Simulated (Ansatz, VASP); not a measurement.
## CoSi: VASP beside Ansatz

The input INCAR:

```
PREC = Accurate
ENCUT = 520
EDIFF = 1E-6
ISMEAR = -1
SIGMA = 0.1
LREAL = False
LASPH = True
NELM = 60
ALGO = Normal
ISIF = 2
LWAVE = False
LCHARG = False
GGA = CA
NBANDS = 14
```

KPOINTS

```
Automatic mesh
0
Gamma
  14 14 14
```

File POSCAR:

```
CoSi
1.0
    0.0000000000      2.1212271838      2.1212271838
    2.1212271838      0.0000000000      2.1212271838
    2.1212271838      2.1212271838      0.0000000000
Co Si
1 1
Direct
    0.0000000000      0.0000000000      0.0000000000
    0.5000000000      0.5000000000      0.5000000000
```

Input for Ansatz:

```yaml
crystal:
  lattice:
    - [0.0, 2.1212271838, 2.1212271838]
    - [2.1212271838, 0.0, 2.1212271838]
    - [2.1212271838, 2.1212271838, 0.0]
  atoms:
    - { symbol: Co, position: [0.0, 0.0, 0.0] }
    - { symbol: Si, position: [0.5, 0.5, 0.5] }
kpoints:
  mp_grid: { grid: [14, 14, 14] }
scf:
  occupations: { method: fermi_dirac, width: 0.1 }
hamiltonian:
  xc: lda
  pseudopotentials: { kind: paw }
output:
  forces: true
  stress: true
  eigenvalues: true
  populations: true
  write_density: true
  write_potential: true
  elf: true
  volumetric_format: npy
```

Change from the starting cell: volume scaled by 0.8, PAW files.

Alike in both runs: task single point; functional LDA; k mesh 14 × 14 × 14; occupations fermi-dirac, width 0.1 eV; no spin polarisation.

|  | VASP | Ansatz |
| --- | --- | --- |
| version | VASP 6.6.1 | Ansatz 0.2.0 |
| potentials or method | VASP PAW LDA potentials, release 64 (Co, Si) | PAW with Ansatz's default frozen-core files, scalar-relativistic |
| plane-wave cutoff (eV) | 520 | 420 |
| valence electrons in the cell | 13 | 21 |

```csv
,VASP,Ansatz,Ansatz less VASP
pressure (GPa),69.2,67.7,-1.54
```

LDA's correlation is that of Perdew and Zunger in VASP and of Perdew and Wang (1992) in Ansatz. Both programs put the cell under a high pressure, so it lies far from rest at this level. VASP's potentials hold 13 valence electrons a cell and Ansatz's 21, so a difference there can come from the potentials and not from the codes.

Noted on VASP's run: the cell as given lies far from equilibrium.
